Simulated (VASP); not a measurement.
**Tb5C: relaxation of cell and atoms with PBE**

Tb5C:

```
Tb C
1.0
     0.00000    4.16168    4.16168
     4.16168    0.00000    4.16168
     4.16168    4.16168    0.00000
Tb C
5 1
Cartesian
  5.2021 5.2021 3.1213
  5.2021 3.1213 5.2021
  3.1213 5.2021 5.2021
  3.1213 3.1213 3.1213
  6.2425 6.2425 6.2425
  0.0000 0.0000 0.0000
```

The cell was built from a structure type or drawn by symmetry, and may not be a known phase.

- Program: VASP 6.6.1
- Task: relaxation of cell and atoms
- Functional: PBE
- Potentials or basis: VASP PAW PBE potentials, release 64 (Tb_3, C), 4f in core
- Cutoff: 600 eV
- k mesh: 4 × 4 × 4
- Occupations: gaussian, width 0.1 eV
- Spin: no spin polarisation
- Dipole correction: no
- Mended: yes
- Further INCAR settings: ALGO = Normal; EDIFF = 1e-07; IBRION = 2; EDIFFG = -0.04; NSW = 90; ISIF = 3

- Relaxed volume: 29.69 Å³/atom
- Relaxed cell: a = 6.316 Å, b = 6.316 Å, c = 6.316 Å, α = 60.00°, β = 60.00°, γ = 60.00°
- Space group after relaxing (to 0.1 Å): F-43m (No. 216)
- Energy gained by relaxing: 150.0 meV/atom
- Ionic steps: 5
- Pressure after relaxing: 0.0 GPa
- Band gap on the k mesh: zero (an odd number of electrons rules out a gap without spin polarisation)

The path:
```csv
step,energy change (eV),largest force (eV/Å),pressure (GPa),volume (Å³)
1,0.0000,0.2621,9.85,144.16
2,-0.8924,0.2581,0.11,177.21
3,-0.8924,0.2613,0.05,177.52
4,-0.9001,0.0403,-0.01,178.05
5,-0.9002,0.0010,-0.01,178.15
```

Final structure:
```
Tb C
1.0
     0.00000    4.46596    4.46596
     4.46596    0.00000    4.46596
     4.46596    4.46596    0.00000
Tb C
5 1
Direct
  0.37507 0.37507 0.87478
  0.37507 0.87478 0.37507
  0.87478 0.37507 0.37507
  0.37507 0.37507 0.37507
  0.75000 0.75000 0.75000
  0.00000 0.00000 0.00000
```

Levels at points of the mesh, in eV from the Fermi level:
| k point | band 22 | band 23 | band 24 | band 25 | band 26 | band 27 |
| --- | --- | --- | --- | --- | --- | --- |
| (0.00, 0.00, 0.00) | -1.54 | -1.54 | -1.54 | 0.02 | 0.02 | 0.67 |
| (0.50, 0.00, 0.00) | -0.74 | -0.74 | -0.41 | -0.02 | -0.02 | 0.63 |
| (0.50, 0.50, 0.00) | -0.68 | -0.44 | -0.44 | 0.03 | 0.29 | 0.51 |

Run time: 2.7 min on 1 thread of AMD EPYC 9R14 (Zen 4), on a shared host, peak memory 0.31 GiB.

Caveat: the volume moved by over 15 % at a fixed basis, so the end points are rough; spin-orbit coupling is left out, which moves the levels of the heavy elements; the 4f electrons are frozen in the core, so they carry no moment and show no levels. Spin polarisation is off, so any magnetic state and its effect on volume and gap are missing.
